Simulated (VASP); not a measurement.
The system is NiO2.

```
Ni O
1.0
     2.81387    0.00000    0.00000
    -1.40694    2.43689    0.00000
     0.00000    0.00000    4.43202
Ni O
1 2
Cartesian
  0.0000 0.0000 2.2160
  1.4069 0.8123 3.1577
  0.0000 1.6246 1.2744
```

| Quantity | Value |
| --- | --- |
| Program | VASP 6.6.1 |
| Task | relaxation of cell and atoms |
| Functional | LDA |
| Potentials or basis | VASP PAW LDA potentials, release 64 (Ni_sv_GW, O_h) |
| Cutoff | 1340 eV |
| k mesh | 12 × 12 × 6 |
| Occupations | gaussian, width 0.02 eV |
| Spin | no spin polarisation |

At the start: pressure -11.7 GPa; volume 10.13 Å³/atom.

Question: How do energy, volume and symmetry change on relaxing?

Answer: Over 15 steps the energy falls by 22.7 meV/atom and the volume is 9.23 Å³/atom (-8.9 %); space group P-3m1 (No. 164, to 0.1 Å) before and after.

Step by step:
| step | energy change (eV) | largest force (eV/Å) | pressure (GPa) | volume (Å³) |
| --- | --- | --- | --- | --- |
| 1 | 0.0000 | 0.7292 | -11.67 | 30.39 |
| 2 | 0.0968 | 1.6727 | 22.23 | 27.26 |
| 3 | -0.0599 | 0.0827 | -0.73 | 29.13 |
| 4 | -0.0599 | 0.1042 | -0.35 | 29.10 |
| 5 | -0.0609 | 0.0709 | -0.30 | 29.00 |
| 6 | -0.0620 | 0.0235 | -0.15 | 28.73 |
| 7 | -0.0627 | 0.0187 | -0.02 | 28.65 |
| 8 | -0.0645 | 0.0028 | 0.20 | 28.40 |
| 9 | -0.0669 | 0.0305 | 0.86 | 27.92 |
| 10 | -0.0640 | 0.0987 | 2.60 | 26.94 |
| 11 | -0.0672 | 0.0606 | 1.33 | 27.69 |
| 12 | -0.0679 | 0.0134 | 0.19 | 27.69 |
| 13 | -0.0679 | 0.0265 | -0.02 | 27.69 |
| 14 | -0.0679 | 0.0171 | -0.04 | 27.69 |
| 15 | -0.0680 | 0.0009 | 0.02 | 27.68 |

Final structure:
```yaml
crystal:
  lattice:
    - [2.76852, 0.00000, 0.00000]
    - [-1.38426, 2.39761, 0.00000]
    - [0.00000, 0.00000, 4.17059]
  atoms:
    - { symbol: Ni, position: [0.00000, 0.00000, 0.50000] }
    - { symbol: O, position: [0.66667, 0.33333, 0.72092] }
    - { symbol: O, position: [0.33333, 0.66667, 0.27908] }
```

Caveat: the run has no spin polarisation, though such a crystal can be magnetic.
